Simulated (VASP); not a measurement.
**CuAgI2: single point with PBEsol**

Crystal: CuAgI2.

```
Cu Ag I
1.0
    -3.11943    3.11943    6.08640
     3.11943   -3.11943    6.08640
     3.11943    3.11943   -6.08640
Cu Ag I
2 2 4
Direct
  0.00000 0.00000 0.00000
  0.75000 0.25000 0.50000
  0.50000 0.50000 0.00000
  0.25000 0.75000 0.50000
  0.37500 0.34545 0.47045
  0.87500 0.90455 0.52955
  0.65455 0.12500 0.02955
  0.09545 0.62500 0.97045
```

```yaml
Program: VASP 6.6.1
Task: single point
Functional: PBEsol
Potentials_or_basis: VASP PAW PBE potentials, release 64 (Cu, Ag, I)
Cutoff: 520 eV
k_mesh: 4 × 4 × 4
Occupations: fermi-dirac, width 0.03 eV
Spin: no spin polarisation
Dipole_correction: no
Further_INCAR_settings: ALGO = Normal; EDIFF = 1e-06; NBANDS = 46
```

| Property | Result |
| --- | --- |
| Pressure | 0.0 GPa |
| Largest force | 0.016 eV/Å |
| Band gap on the k mesh | 1.01 eV, direct |

Forces in eV/Å, atoms in the order of the input:
```
Cu   0.000  0.000  0.000
Cu   0.000  0.000  0.000
Ag   0.000  0.000  0.000
Ag   0.000  0.000  0.000
I    0.016  0.000  0.000
I   -0.016  0.000  0.000
I    0.000 -0.016  0.000
I    0.000  0.016  0.000
```

Levels at points of the mesh, in eV from the valence-band top:
```csv
k point,band 33,band 34,band 35,band 36,band 37,band 38,band 39,band 40
"(0.00, 0.00, 0.00)",-1.36,-0.01,-0.01,0.00,1.01,2.78,3.00,4.54
"(0.50, 0.00, 0.00)",-1.16,-0.94,-0.80,-0.54,3.26,3.30,4.01,4.04
"(0.50, 0.50, 0.00)",-0.76,-0.76,-0.63,-0.63,2.24,2.24,3.51,3.51
"(0.50, 0.50, 0.50)",-0.97,-0.97,-0.89,-0.89,2.93,2.93,2.94,2.94
```

Wall time 4.1 min on 1 thread of AMD EPYC 7R43 64-Core Processor (Zen 3), on a shared host, peak memory 0.42 GiB.

Caveat: the PAW data sets were made with another functional, which shifts forces and pressure a little; spin-orbit coupling is left out, which moves the levels of the heavy elements.
